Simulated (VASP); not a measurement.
# W: relaxation of cell and atoms with LDA

The system is W.

```
CELL_PARAMETERS angstrom
-1.56897 1.56897 1.56897
1.56897 -1.56897 1.56897
1.56897 1.56897 -1.56897
ATOMIC_POSITIONS crystal
W 0.00000 0.00000 0.00000
```

- Program: VASP 6.6.1
- Task: relaxation of cell and atoms
- Functional: LDA
- Potentials or basis: VASP PAW LDA potentials, release 64 (W_sv)
- Cutoff: 600 eV
- k mesh: 18 × 18 × 18
- Occupations: gaussian, width 0.1 eV
- Spin: no spin polarisation
- Dipole correction: no
- Further INCAR settings: ALGO = Fast; EDIFF = 1e-06; IBRION = 2; EDIFFG = -0.005; NSW = 100; ISIF = 3

```yaml
Relaxed_volume: 15.51 Å³/atom
Relaxed_cell: a = 2.721 Å, b = 2.721 Å, c = 2.721 Å, α = 109.47°, β = 109.47°, γ = 109.47°
Space_group_after_relaxing_to_0.1_Å: Im-3m (No. 229)
Energy_gained_by_relaxing: 0.3 meV/atom
Ionic_steps: 4
Pressure_after_relaxing: 0.0 GPa
Band_gap_on_the_k_mesh: zero (bands 7 and 8 overlap by 6.60 eV)
```

Step by step:
| step | energy change (eV) | largest force (eV/Å) | pressure (GPa) | volume (Å³) |
| --- | --- | --- | --- | --- |
| 1 | 0.0000 | 0.0000 | 1.43 | 15.45 |
| 2 | 0.0038 | 0.0000 | -5.38 | 15.76 |
| 3 | -0.0003 | 0.0000 | -0.15 | 15.52 |
| 4 | -0.0003 | 0.0000 | 0.01 | 15.51 |

Final structure:
```
W
1.0
    -1.57098    1.57098    1.57098
     1.57098   -1.57098    1.57098
     1.57098    1.57098   -1.57098
W
1
Direct
  0.00000 0.00000 0.00000
```

Levels at points of the mesh, in eV from the Fermi level:
| k point | band 3 | band 4 | band 5 | band 6 | band 7 | band 8 | band 9 | band 10 | band 11 |
| --- | --- | --- | --- | --- | --- | --- | --- | --- | --- |
| (0.00, 0.00, 0.00) | -37.48 | -37.48 | -9.65 | -1.29 | -1.29 | -1.29 | 2.25 | 2.25 | 14.64 |
| (0.50, 0.00, 0.00) | -37.94 | -37.49 | -6.39 | -3.68 | 0.93 | 2.17 | 3.16 | 6.34 | 11.63 |
| (0.50, 0.50, 0.50) | -38.46 | -38.46 | -6.01 | -6.01 | 5.32 | 5.32 | 5.32 | 8.55 | 8.55 |

Run time: 100 s on 1 thread of Intel Xeon 8259CL (shared host), peak memory 0.17 GiB.

Caveat: spin-orbit coupling is left out, which moves the levels of the heavy elements.
